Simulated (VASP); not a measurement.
Runs of VASP 6.6.1 on Au. The structure is that of space group Fm-3m (No. 225), or close to it. The cells are those of the table. 

| cell | gap on the mesh (eV) | pressure (GPa) |
| --- | --- | --- |
| a = 2.893, b = 2.893, c = 2.849 Å, angles 60.5, 60.5, 59.0°, 1 atom | none | 7.3 |
| a = 2.915, b = 2.915, c = 2.849 Å, angles 60.7, 60.7, 58.5°, 1 atom | none | (b) |
| a = 2.871, b = 2.871, c = 2.893 Å, angles 59.8, 59.8, 60.5°, 1 atom | none | 7.2 |
| a = 2.871, b = 2.871, c = 2.849 Å, angles 60.3, 60.3, 59.5°, 1 atom | none | 10.3 |
| a = 2.850, b = 2.850, c = 2.893 Å, angles 59.5, 59.5, 61.0°, 1 atom | none | (a) |

Alike in all rows: task single point; level r2SCAN; potentials or basis VASP PAW PBE potentials, release 64 (Au); no spin polarisation; k mesh 20 × 20 × 20; cutoff (eV) 520; smearing methfessel-paxton 0.4 eV.

**Question.** Fill in the values left out.

**Answer.** (a) 10.4; (b) 4.6.

Caveats: the cell stands under pressure; so wide a smearing shifts energies and pressures; the PAW data sets were made with another functional, which shifts forces and pressure a little; spin-orbit coupling is left out, which moves the levels of the heavy elements.

A k mesh can miss the band edges, and the runs leave out spin-orbit coupling on Au.

A gap of «none» marks levels without a gap at the run's occupations.
